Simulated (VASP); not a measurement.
# Ca (P6_3/mmc) in VASP: single point with PBE

Aim: the single point of Ca with PBE.

Program: VASP 6.6.1. These are calculated values, not measurements. Logs are shortened: lines on timing, memory, paths and dates and some standing lists are left out, and cuts for length are marked.

### 1 The cell of the first run

It takes space group P6_3/mmc (No. 194, hexagonal). Conventional cell: a = 4.298 Å, b = 4.298 Å, c = 7.042 Å, α = 90.00°, β = 90.00°, γ = 120.00°. Within 5.6 Å of Ca (site symmetry -6m2) lie 12 Ca at 4.30 to 4.31 Å.

This isn't the form of Ca at room conditions, which is fcc.

### 2 Single point, PBE (strain +0.080 along x and y, +0.080 along z)

Input file INCAR:

```
ALGO = Fast
EDIFF = 1E-6
ENCUT = 520
GGA = PE
ISIF = 2
ISMEAR = 0
LASPH = True
LCHARG = False
LREAL = False
LWAVE = False
NBANDS = 17
NELM = 80
PREC = Accurate
SIGMA = 0.15
```

Input file KPOINTS:

```
k-points
0
Gamma
  15 15 8
```

Input file POSCAR:

```
Ca
1.0
    4.2983994823      0.0000000000      0.0000000000
   -2.1491997411      3.7225231472      0.0000000000
    0.0000000000      0.0000000000      7.0416000000
Ca
2
Direct
    0.3333333333      0.6666666667      0.2500000000
    0.6666666667      0.3333333333      0.7500000000
```

Potentials or basis: VASP PAW PBE potentials, release 64 (Ca_sv).

The run is started by

```bash
$ cat potpaw_PBE.64/Ca_sv/POTCAR > POTCAR
$ mpirun -np 1 vasp_std > vasp.out
```

OUTCAR:

```text
EDIFF = 1E-6
   ENCUT = 520
   GGA = PE
   ISIF = 2
   ISMEAR = 0
   LASPH = True
   LREAL = False
   NELM = 80
   PREC = Accurate

 ion  position               nearest neighbor table
   1  0.333  0.667  0.250-
   2  0.667  0.333  0.750-

  LATTYP: Found a hexagonal cell.
 ALAT       =     4.2983994823
 C/A-ratio  =     1.6381911521

  Lattice vectors:

 A1 = (   4.2983994823,   0.0000000000,   0.0000000000)
 A2 = (  -2.1491997411,   3.7225231472,   0.0000000000)
 A3 = (   0.0000000000,   0.0000000000,   7.0416000000)

Analysis of symmetry for initial positions (statically):
=====================================================================
 Subroutine PRICEL returns:
 Original cell was already a primitive cell.

 Routine SETGRP: Setting up the symmetry group for a
 hexagonal supercell.

 Subroutine GETGRP returns: Found 24 space group operations
 (whereof 12 operations were pure point group operations)
 out of a pool of 24 trial point group operations.

The static configuration has the point symmetry D_3d.
 The point group associated with its full space group is D_6h.

Analysis of symmetry for dynamics (positions and initial velocities):
=====================================================================
 Subroutine PRICEL returns:
 Original cell was already a primitive cell.

 Routine SETGRP: Setting up the symmetry group for a
 hexagonal supercell.

 Subroutine GETGRP returns: Found 24 space group operations
 (whereof 12 operations were pure point group operations)
 out of a pool of 24 trial point group operations.

The dynamic configuration has the point symmetry D_3d.
 The point group associated with its full space group is D_6h.

 Subroutine INISYM returns: Found 24 space group operations
 (whereof 12 operations are pure point group operations),
 and found     1 'primitive' translations

----------------------------------------------------------------------------------------

                                     Primitive cell

  volume of cell :     112.6719

  direct lattice vectors                    reciprocal lattice vectors
     4.298399482  0.000000000  0.000000000     0.232644733  0.134317499  0.000000000
    -2.149199741  3.722523147  0.000000000     0.000000000  0.268634998  0.000000000
     0.000000000  0.000000000  7.041600000     0.000000000  0.000000000  0.142013179

  length of vectors
     4.298399482  4.298399482  7.041600000     0.268634998  0.268634998  0.142013179

  position of ions in fractional coordinates (direct lattice)
     0.333333333  0.666666667  0.250000000
     0.666666667  0.333333333  0.750000000

  ion indices of the primitive-cell ions
   primitive index   ion index
                 1           1
                 2           2

----------------------------------------------------------------------------------------

 KPOINTS: k-points

Automatic generation of k-mesh.
 Grid dimensions read from file:
 generate k-points for:   15   15    8

 Generating k-lattice:

  Cartesian coordinates                     Fractional coordinates (reciprocal lattice)
     0.015509649  0.008954500  0.000000000     0.066666667  0.000000000  0.000000000
     0.000000000  0.017909000  0.000000000     0.000000000  0.066666667  0.000000000
     0.000000000  0.000000000  0.017751647     0.000000000  0.000000000  0.125000000

  Length of vectors
     0.017909000  0.017909000  0.017751647

  Shift w.r.t. Gamma in fractional coordinates (k-lattice)
     0.000000000  0.000000000  0.000000000

 Subroutine IBZKPT returns following result:
 ===========================================

 Found    135 irreducible k-points:

 Following reciprocal coordinates:
            Coordinates               Weight
  0.000000  0.000000  0.000000      1.000000
  0.066667  0.000000  0.000000      6.000000
  0.133333  0.000000  0.000000      6.000000
  0.200000  0.000000  0.000000      6.000000
  0.266667  0.000000  0.000000      6.000000
  0.333333  0.000000  0.000000      6.000000
[... 16 lines left out ...]
  0.333333  0.200000  0.000000     12.000000
  0.400000  0.200000  0.000000      6.000000
 [... further k-points ...]
   k-points           NKPTS =    135   k-points in BZ     NKDIM =    135   number of bands    NBANDS=     17
   number of dos      NEDOS =    301   number of ions     NIONS =      2
   total plane-waves  NPLWV =  55296
   dimension x,y,z NGX =    32 NGY =   32 NGZ =   54
   dimension x,y,z NGXF=    64 NGYF=   64 NGZF=  108
   ions per type =               2
   NGX,Y,Z   is equivalent  to a cutoff of  12.38, 12.38, 12.75 a.u.
   NGXF,Y,Z  is equivalent  to a cutoff of  24.75, 24.75, 25.50 a.u.
 SYSTEM =  unknown system
   PREC   = accura    normal or accurate (medium, high low for compatibility)
   ISTART =      0    job   : 0-new  1-cont  2-samecut
   ICHARG =      2    charge: 1-file 2-atom 10-const
   ISPIN  =      1    spin polarized calculation?
   LNONCOLLINEAR =      F non collinear calculations
   LSORBIT =      F    spin-orbit coupling
   LASPH  =      T    aspherical Exc in radial PAW
   ENCUT  =  520.0 eV  38.22 Ry    6.18 a.u.   7.99  7.99 13.09*2*pi/ulx,y,z
   NELM   =     80;   NELMIN=  2; NELMDL= -5     # of ELM steps
   EDIFF  = 0.1E-05   stopping-criterion for ELM
   LREAL  =      F    real-space projection
   EDIFFG = 0.1E-04   stopping-criterion for IOM
   NSW    =      0    number of steps for IOM
   IBRION =     -1    ionic relax: 0-MD 1-quasi-New 2-CG
   NFREE  =      0    steps in history (QN), initial steepest desc. (CG)
   ISIF   =      2    stress and relaxation
   ISYM   =      2    0-nonsym 1-usesym 2-fastsym
   POTIM  = 0.5000    time-step for ionic-motion
   TEBEG  =    0.0;   TEEND  =   0.0 temperature during run
   PSTRESS=    0.0 pullay stress
   NELECT =      20.0000    total number of electrons
   NUPDOWN=      -1.0000    fix difference up-down
   EMIN   =  10.00;   EMAX   =-10.00  energy-range for DOS
   EFERMI =   0.00;   METHOD = LEGACY
   ISMEAR =     0;   SIGMA  =   0.15  broadening in eV -4-tet -1-fermi 0-gaus
   EFERMI_NEDOS =   21; number of points for ismear=-14 and -15
   IALGO  =     68    algorithm
   IMIX   =      4    mixing-type and parameters
     AMIX     =   0.40;   BMIX     =  1.00
     AMIX_MAG =   1.60;   BMIX_MAG =  1.00
  volume/ion in A,a.u.               =      56.34       380.17
  Fermi-wavevector in a.u.,A,eV,Ry     =   0.920053  1.738649 11.517305  0.846498
  Thomas-Fermi vector in A             =   2.045316
   LORBIT       =      0    0 simple, 1 ext, 2 COOP (PROOUT), +10 PAW based schemes
   GGA     = PE    functional components
   LHFCALC =     F    Hartree Fock is set to
   AEXX    =    0.0000 exact exchange contribution
   IVDW    =     0    specifies the selected vdW correction
   LEPSILON=     F    determine dielectric tensor
   LRPA    =     F    only Hartree local field effects (RPA)
 non-spin polarized calculation
 RMM-DIIS sequential band-by-band and
 Gauss-broadening in eV      SIGMA  =   0.15
  energy-cutoff  :      520.00
  volume of cell :      112.67
 maximum number of plane-waves:      3060
 NGX is ok and might be reduce to    32
   NGX = 15   NGY = 15   NGZ = 27

 number of electron      20.0000001 magnetization

 Free energy of the ion-electron system (eV)
  ---------------------------------------------------
  ext. energy  EPLUGINS =         0.00000000
  ---------------------------------------------------
  free energy    TOTEN  =        -3.54762797 eV

  energy without entropy =       -3.51706939  energy(sigma->0) =       -3.53234868

 E-fermi :   0.9801     XC(G=0):  -6.8938

 val. band max:        0.9799046789   @ k =   0.0000   0.0000   0.1250
 cond. band min:       0.9898207445   @ k =   0.4000   0.1333   0.3750
 fundamental gap:      0.0099160656
 Fermi energy:         0.9800963092

 k-point     1 :       0.0000    0.0000    0.0000
  band No.  band energies     occupation
      1     -41.7478      2.00000
      2     -41.7447      2.00000
      3     -22.7225      2.00000
      4     -22.6872      2.00000
      5     -22.6872      2.00000
      6     -22.6806      2.00000
[... 9 lines left out ...]
     16       3.0867      0.00000
     17       3.3654      0.00000

 k-point     2 :       0.0667    0.0000    0.0000
  band No.  band energies     occupation
      1     -41.7477      2.00000
      2     -41.7446      2.00000
      3     -22.7218      2.00000
      4     -22.6886      2.00000
      5     -22.6876      2.00000
      6     -22.6821      2.00000
[... 9 lines left out ...]
     16       3.1439      0.00000
     17       3.3271      0.00000

 k-point     3 :       0.1333    0.0000    0.0000
  band No.  band energies     occupation
      1     -41.7473      2.00000
      2     -41.7445      2.00000
      3     -22.7200      2.00000
      4     -22.6928      2.00000
      5     -22.6889      2.00000
      6     -22.6864      2.00000
[... 9 lines left out ...]
     16       3.1744      0.00000
     17       3.2295      0.00000

 k-point     4 :       0.2000    0.0000    0.0000
  band No.  band energies     occupation
      1     -41.7468      2.00000
      2     -41.7442      2.00000
      3     -22.7173      2.00000
      4     -22.6989      2.00000
      5     -22.6927      2.00000
      6     -22.6909      2.00000
[... 9 lines left out ...]
     16       3.1864      0.00000
     17       3.2101      0.00000
[... 343 lines left out ...]
      1     -41.7449      2.00000
      2     -41.7436      2.00000
      3     -22.7136      2.00000
      4     -22.7108      2.00000
      5     -22.7052      2.00000
      6     -22.6994      2.00000
[... 9 lines left out ...]
     16       3.5677      0.00000
     17       3.7999      0.00000

 k-point    23 :       0.3333    0.2000    0.0000
  band No.  band energies     occupation
      1     -41.7444      2.00000
      2     -41.7436      2.00000
      3     -22.7166      2.00000
      4     -22.7113      2.00000
      5     -22.7025      2.00000
      6     -22.7019      2.00000
[... 9 lines left out ...]
     16       3.7062      0.00000
     17       3.9978      0.00000

 k-point    24 :       0.4000    0.2000    0.0000
  band No.  band energies     occupation
      1     -41.7443      2.00000
      2     -41.7436      2.00000
      3     -22.7176      2.00000
      4     -22.7113      2.00000
      5     -22.7039      2.00000
      6     -22.7003      2.00000
[... 9 lines left out ...]
     16       3.8078      0.00000
     17       3.9247      0.00000

 [... further k-points ...]

------------------------ aborting loop because EDIFF is reached ----------------------------------------

  FORCE on cell =-STRESS in cart. coord.  units (eV):
  Direction    XX          YY          ZZ          XY          YZ          ZX
  --------------------------------------------------------------------------------------
  -------------------------------------------------------------------------------------
  Total       -2.0865680     -2.0865680     -2.1531843     -0.0000000     -0.0000000      0.0000000
  in kB      -29.6706863    -29.6706863    -30.6179598     -0.0000000     -0.0000000      0.0000000
  external PRESSURE =     -29.9864441 kB  Pullay stress =       0.0000000 kB

 VOLUME and BASIS-vectors are now :
 -----------------------------------------------------------------------------
  energy-cutoff  :      520.00
  volume of cell :      112.67
      direct lattice vectors                 reciprocal lattice vectors
     4.298399482  0.000000000  0.000000000     0.232644733  0.134317499  0.000000000
    -2.149199741  3.722523147  0.000000000     0.000000000  0.268634998  0.000000000
     0.000000000  0.000000000  7.041600000     0.000000000  0.000000000  0.142013179

 POSITION                                       TOTAL-FORCE (eV/Angst)
 -----------------------------------------------------------------------------------
     -0.00000      2.48168      1.76040        -0.000000      0.000000     -0.000000
      2.14920      1.24084      5.28120         0.000000     -0.000000      0.000000
 -----------------------------------------------------------------------------------
    total drift:                               -0.000000      0.000000     -0.000000

  FREE ENERGIE OF THE ION-ELECTRON SYSTEM (eV)
  ---------------------------------------------------
  free  energy   TOTEN  =        -3.5476279744 eV

  energy  without entropy=       -3.5170693885  energy(sigma->0) =       -3.53234868
```

Run time: 100 s. Hardware: 1 thread of Intel Xeon 6975P-C (Granite Rapids), shared host; peak memory 0.37 GiB.

What came out:

```
Free energy            : -3.5476 eV
Pressure               : -3.0 GPa
Band gap on the k mesh : zero (bands 10 and 11 overlap by 0.59 eV)
```

Stress tensor (GPa, compression positive):
```
-2.97  0.00  0.00
 0.00 -2.97  0.00
 0.00  0.00 -3.06
```

Caveat: the cell differs from its parent crystal (strain +0.080 along x and y, +0.080 along z).
